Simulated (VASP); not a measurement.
# SiO2 (I-42d) in VASP: further runs

SiO2 is run at these levels: PBE; tasks: vibrations by perturbation theory, elastic constants.

Everything below comes from runs of VASP 6.6.1. Logs are shortened: lines on timing, memory, paths and dates and some standing lists are left out, and cuts for length are marked.

**1. The cell of the first run**

It takes space group I-42d (No. 122, tetragonal). Conventional cell: a = 5.027 Å, b = 5.027 Å, c = 7.379 Å, α = 90.00°, β = 90.00°, γ = 90.00°. Within 2.2 Å of Si (site symmetry -4) lie 4 O at 1.63 Å. O (site symmetry 2) has 2 Si at 1.63 Å within 2.2 Å.

**2. Vibrations by perturbation theory, PBE**

Contents of INCAR:

```
PREC = Accurate ; ENCUT = 520
EDIFF = 1E-8 ; ISMEAR = 0
SIGMA = 0.05 ; LREAL = F
LASPH = T ; NELM = 80
ALGO = Normal ; ISIF = 2
LWAVE = F ; LCHARG = F
GGA = PE ; IBRION = 8
NSW = 1
```

Contents of KPOINTS:

```
Automatic mesh
0
Gamma
  6 6 6
```

Contents of POSCAR:

```
SiO2
1.0
   -2.5133692696      2.5133692696      3.6893906705
    2.5133692696     -2.5133692696      3.6893906705
    2.5133692696      2.5133692696     -3.6893906705
Si O
2 4
Direct
    0.0000000000      0.0000000000      0.0000000000
    0.7500000000      0.2500000000      0.5000000000
    0.9670112602      0.6250000000      0.8420112602
    0.3750000000      0.2170112602      0.3420112602
    0.7829887398      0.1250000000      0.1579887398
    0.8750000000      0.0329887398      0.6579887398
```

Potentials or basis: VASP PAW PBE potentials, release 64 (Si, O).

Launch:

```sh
cat potpaw_PBE.64/Si/POTCAR potpaw_PBE.64/O/POTCAR > POTCAR
mpirun -np 1 vasp_std > vasp.out
```

OUTCAR:

```text
PREC = Accurate
   ENCUT = 520
   EDIFF = 1E-8
   ISMEAR = 0
   LREAL = F
   LASPH = T
   NELM = 80
   ISIF = 2
   GGA = PE
   IBRION = 8
   NSW = 1

 ion  position               nearest neighbor table
   1  0.000  0.000  0.000-   5 1.63   6 1.63   3 1.63   4 1.63   2 3.12   2 3.12   2 3.12   2 3.12

   2  0.750  0.250  0.500-   5 1.63   6 1.63   3 1.63   4 1.63   1 3.12   1 3.12   1 3.12   1 3.12

   3  0.967  0.625  0.842-   1 1.63   2 1.63
   4  0.375  0.217  0.342-   1 1.63   2 1.63
   5  0.783  0.125  0.158-   1 1.63   2 1.63
   6  0.875  0.033  0.658-   1 1.63   2 1.63

  LATTYP: Found a body centered tetragonal cell.
 ALAT       =     5.0267385392
 C/A-ratio  =     1.4679063340

  Lattice vectors:

 A1 = (  -2.5133692696,   2.5133692696,   3.6893906705)
 A2 = (   2.5133692696,  -2.5133692696,   3.6893906705)
 A3 = (   2.5133692696,   2.5133692696,  -3.6893906705)

Analysis of symmetry for initial positions (statically):
=====================================================================
 Subroutine PRICEL returns:
 Original cell was already a primitive cell.

 Routine SETGRP: Setting up the symmetry group for a
 body centered tetragonal supercell.

 Subroutine GETGRP returns: Found  8 space group operations
 (whereof  4 operations were pure point group operations)
 out of a pool of 16 trial point group operations.

The static configuration has the point symmetry S_4 .
 The point group associated with its full space group is D_2d.

Analysis of symmetry for dynamics (positions and initial velocities):
=====================================================================
 Subroutine PRICEL returns:
 Original cell was already a primitive cell.

 Routine SETGRP: Setting up the symmetry group for a
 body centered tetragonal supercell.

 Subroutine GETGRP returns: Found  8 space group operations
 (whereof  4 operations were pure point group operations)
 out of a pool of 16 trial point group operations.

The dynamic configuration has the point symmetry S_4 .
 The point group associated with its full space group is D_2d.

 Subroutine INISYM returns: Found  8 space group operations
 (whereof  4 operations are pure point group operations),
 and found     1 'primitive' translations

----------------------------------------------------------------------------------------

                                     Primitive cell

  volume of cell :      93.2239

  direct lattice vectors                    reciprocal lattice vectors
    -2.513369270  2.513369270  3.689390670     0.000000000  0.198936148  0.135523734
     2.513369270 -2.513369270  3.689390670     0.198936148  0.000000000  0.135523734
     2.513369270  2.513369270 -3.689390670     0.198936148  0.198936148  0.000000000

  length of vectors
     5.123051209  5.123051209  5.123051209     0.240712013  0.240712013  0.281338198

  position of ions in fractional coordinates (direct lattice)
     0.000000000  0.000000000  0.000000000
     0.750000000  0.250000000  0.500000000
     0.967011260  0.625000000  0.842011260
     0.375000000  0.217011260  0.342011260
     0.782988740  0.125000000  0.157988740
[... 141 lines left out ...]
  band No.  band energies     occupation
      1     -19.7429      2.00000
      2     -17.7428      2.00000
      3     -17.7428      2.00000
      4     -17.6879      2.00000
      5      -9.8749      2.00000
      6      -6.1293      2.00000
[... 541 lines left out ...]
     19       9.1258      0.00000
     20       9.5779      0.00000

 [... further k-points ...]
[... 5 lines left out ...]
  --------------------------------------------------------------------------------------
  -------------------------------------------------------------------------------------
  Total        0.0575124      0.0575124      0.0576841      0.0000000      0.0000000      0.0000000
  in kB        0.9884274      0.9884274      0.9913786      0.0000000      0.0000000      0.0000000
  external PRESSURE =       0.9894111 kB  Pullay stress =       0.0000000 kB

 VOLUME and BASIS-vectors are now :
 -----------------------------------------------------------------------------
  energy-cutoff  :      520.00
  volume of cell :       93.22
      direct lattice vectors                 reciprocal lattice vectors
    -2.513369270  2.513369270  3.689390670     0.000000000  0.198936148  0.135523734
     2.513369270 -2.513369270  3.689390670     0.198936148  0.000000000  0.135523734
     2.513369270  2.513369270 -3.689390670     0.198936148  0.198936148  0.000000000

 POSITION                                       TOTAL-FORCE (eV/Angst)
 -----------------------------------------------------------------------------------
      0.00000      0.00000      0.00000         0.000000      0.000000      0.000000
      0.00000      2.51337      1.84470         0.000000      0.000000      0.000000
      1.25668      2.97589      2.76704         0.000000     -0.004680      0.000000
      0.46252      1.25668      0.92235        -0.004680      0.000000      0.000000
     -1.25668      2.05085      2.76704         0.000000      0.004680     -0.000000
     -0.46252      3.77005      0.92235         0.004680      0.000000     -0.000000
 -----------------------------------------------------------------------------------
    total drift:                                0.000004      0.000004      0.000003

  FREE ENERGIE OF THE ION-ELECTRON SYSTEM (eV)
  ---------------------------------------------------
  free  energy   TOTEN  =       -47.4923449227 eV

  energy  without entropy=      -47.4923449227  energy(sigma->0) =      -47.49234492

[... ionic steps 2 to 9 ...]

--------------------------------------- Ionic step       10  -------------------------------------------

------------------------ aborting loop because EDIFF is reached ----------------------------------------

--------------------------------------- Ionic step       11  -------------------------------------------

------------------------ aborting loop because EDIFF is reached ----------------------------------------

--------------------------------------- Ionic step       12  -------------------------------------------

 Free energy of the ion-electron system (eV)
  ---------------------------------------------------
  ---------------------------------------------------
  free energy    TOTEN  =        -0.37535062 eV

  energy without entropy =       -0.37535062

------------------------ aborting loop because EDIFF is reached ----------------------------------------

 INTERNAL STRAIN TENSOR  FOR ION    3  DIRECTION 3   (eV/Angst):
 -----------------------------------------------------------------------------
     0.00239 -8.82899  0.00447
    -8.88903 -0.00082-11.03754
    -0.00330-10.99910 -0.00217

 INTERNAL STRAIN TENSOR FOR ION    6 for displacements in x,y,z  (eV/Angst):
          X           Y           Z          XY          YZ          ZX
  --------------------------------------------------------------------------------
  x     6.38289    14.33173     8.83490     0.00000    -8.45657     0.00000
  y     0.00000     0.00000     0.00000    16.53171     0.00000    -9.40156
  z     0.00000     0.00000     0.00000    -8.82899     0.00000    11.03754

 SECOND DERIVATIVES (NOT SYMMETRIZED)
 ------------------------------------
               1X          1Y          1Z          2X          2Y          2Z          3X          3Y          3Z          4X          4Y          4Z          5X          5Y          5Z          6X          6Y          6Z
  1X   -43.244410    0.019578    0.000000    9.255137    3.348040    0.000000   13.845532   -5.125364    9.134117    3.149105    3.441555    2.709412   13.845532   -5.125364   -9.134117    3.149105    3.441555   -2.709412
  1Y    -0.019578  -43.244410    0.000000   -3.348040    9.255137    0.000000   -3.441555    3.149105   -2.709412    5.125364   13.845532    9.134117   -3.441555    3.149105    2.709412    5.125364   13.845532   -9.134117
  1Z     0.000000    0.000000  -42.413182    0.000000    0.000000   10.892607    9.110943   -2.981545    7.880144    2.981545    9.110943    7.880144   -9.110943    2.981545    7.880144   -2.981545   -9.110943    7.880144
  2X     9.255137   -3.348040    0.000000  -43.244410   -0.019578    0.000000   13.845532    5.125364    9.134117    3.149105   -3.441555   -2.709412   13.845532    5.125364   -9.134117    3.149105   -3.441555    2.709412
  2Y     3.348040    9.255137    0.000000    0.019578  -43.244410    0.000000    3.441555    3.149105    2.709412   -5.125364   13.845532    9.134117    3.441555    3.149105   -2.709412   -5.125364   13.845532   -9.134117
  2Z     0.000000    0.000000   10.892607    0.000000    0.000000  -42.413182    9.110943    2.981545    7.880144   -2.981545    9.110943    7.880144   -9.110943   -2.981545    7.880144    2.981545   -9.110943    7.880144
  3X    13.845237   -3.430172    9.110822   13.845237    3.430172    9.110822  -37.695845    0.000000  -24.121852    1.485016    1.857400    3.057923    7.035338    0.000000   -0.215638    1.485016   -1.857400    3.057923
  3Y    -5.094323    3.147220   -2.946343    5.094323    3.147220    2.946343    0.000000   -8.902750    0.000000    1.587455    1.500493    2.819000    0.000000   -0.392676    0.000000   -1.587455    1.500493   -2.819000
  3Z     9.133770   -2.711454    7.877736    9.133770    2.711454    7.877736  -24.119394    0.000000  -22.399692    2.818753    3.056152    3.556950    0.214348    0.000000   -0.469680    2.818753   -3.056152    3.556950
  4X     3.147220    5.094323    2.946343    3.147220   -5.094323   -2.946343    1.500493    1.587455    2.819000   -8.902750    0.000000    0.000000    1.500493   -1.587455   -2.819000   -0.392676    0.000000    0.000000
  4Y     3.430172   13.845237    9.110822   -3.430172   13.845237    9.110822    1.857400    1.485016    3.057923    0.000000  -37.695845  -24.121852   -1.857400    1.485016    3.057923    0.000000    7.035338   -0.215638
  4Z     2.711454    9.133770    7.877736   -2.711454    9.133770    7.877736    3.056152    2.818753    3.556950    0.000000  -24.119394  -22.399692   -3.056152    2.818753    3.556950    0.000000    0.214348   -0.469680
  5X    13.845237   -3.430172   -9.110822   13.845237    3.430172   -9.110822    7.035338    0.000000    0.215638    1.485016   -1.857400   -3.057923  -37.695845    0.000000   24.121852    1.485016    1.857400   -3.057923
  5Y    -5.094323    3.147220    2.946343    5.094323    3.147220   -2.946343    0.000000   -0.392676    0.000000   -1.587455    1.500493    2.819000    0.000000   -8.902750    0.000000    1.587455    1.500493   -2.819000
  5Z    -9.133770    2.711454    7.877736   -9.133770   -2.711454    7.877736   -0.214348    0.000000   -0.469680   -2.818753    3.056152    3.556950   24.119394    0.000000  -22.399692   -2.818753   -3.056152    3.556950
  6X     3.147220    5.094323   -2.946343    3.147220   -5.094323    2.946343    1.500493   -1.587455    2.819000   -0.392676    0.000000    0.000000    1.500493    1.587455   -2.819000   -8.902750    0.000000    0.000000
  6Y     3.430172   13.845237   -9.110822   -3.430172   13.845237   -9.110822   -1.857400    1.485016   -3.057923    0.000000    7.035338    0.215638    1.857400    1.485016   -3.057923    0.000000  -37.695845   24.121852
  6Z    -2.711454   -9.133770    7.877736    2.711454   -9.133770    7.877736    3.056152   -2.818753    3.556950    0.000000   -0.214348   -0.469680   -3.056152   -2.818753    3.556950    0.000000   24.119394  -22.399692

 Eigenvectors and eigenvalues of the dynamical matrix
 ----------------------------------------------------

   1 f  =   32.939763 THz   206.966632 2PiTHz 1098.752209 cm-1   136.227850 meV
             X         Y         Z           dx          dy          dz
      0.000000  0.000000  0.000000    -0.000000    0.000000   -0.000000
      0.000000  2.513369  1.844695    -0.000000    0.000000   -0.000000
      1.256685  2.975886  2.767043     0.401579    0.000000    0.297883
      0.462517  1.256685  0.922348    -0.000000   -0.401579   -0.297883
     -1.256685  2.050853  2.767043    -0.401579    0.000000    0.297883
     -0.462517  3.770054  0.922348    -0.000000    0.401579   -0.297883
[... 145 lines left out ...]
  18 f/i=    0.029532 THz     0.185557 2PiTHz    0.985090 cm-1     0.122136 meV
             X         Y         Z           dx          dy          dz
      0.000000  0.000000  0.000000    -0.348065    0.335173   -0.000000
      0.000000  2.513369  1.844695    -0.348908    0.334296   -0.000000
      1.256685  2.975886  2.767043    -0.265157    0.251033    0.002668
      0.462517  1.256685  0.922348    -0.261346    0.254693   -0.002562
     -1.256685  2.050853  2.767043    -0.265157    0.251033   -0.002668
     -0.462517  3.770054  0.922348    -0.261346    0.254693    0.002562

--------------------------------------------------------------------------------------------------------

 ELASTIC MODULI CONTR FROM IONIC RELAXATION (kBar)
 Direction    XX          YY          ZZ          XY          YZ          ZX
 --------------------------------------------------------------------------------
 XX       -1897.8315   -866.6872  -1179.0828      0.0000     -0.0000     -0.0000
 YY        -866.6872  -1897.8315  -1179.0828      0.0000     -0.0000     -0.0000
 ZZ       -1179.0828  -1179.0828  -1005.7710      0.0000     -0.0000     -0.0000
 XY          -0.0000      0.0000     -0.0000   -480.5987     -0.0000      0.0000
 YZ          -0.0000     -0.0000     -0.0000     -0.0000  -1351.2879      0.0000
 ZX          -0.0000     -0.0000     -0.0000      0.0000      0.0000  -1348.9123
 --------------------------------------------------------------------------------
```

It took 11 min on 1 thread of Intel Xeon 6975P-C (Granite Rapids), shared host; peak memory 0.58 GiB.

Results:

| Quantity | Value |
| --- | --- |
| Highest phonon frequency at Γ, LO-TO splitting left out | 1099 cm⁻¹ |

Phonon frequencies in cm⁻¹ (negative: imaginary):
```
              q point                                                              frequencies
(0.000, 0.000, 0.000)  -1 -1 0 129 129 301 355 407 422 443 443 741 752 752 1045 1054 1054 1099
```

(Continued in part 2 of 2.)
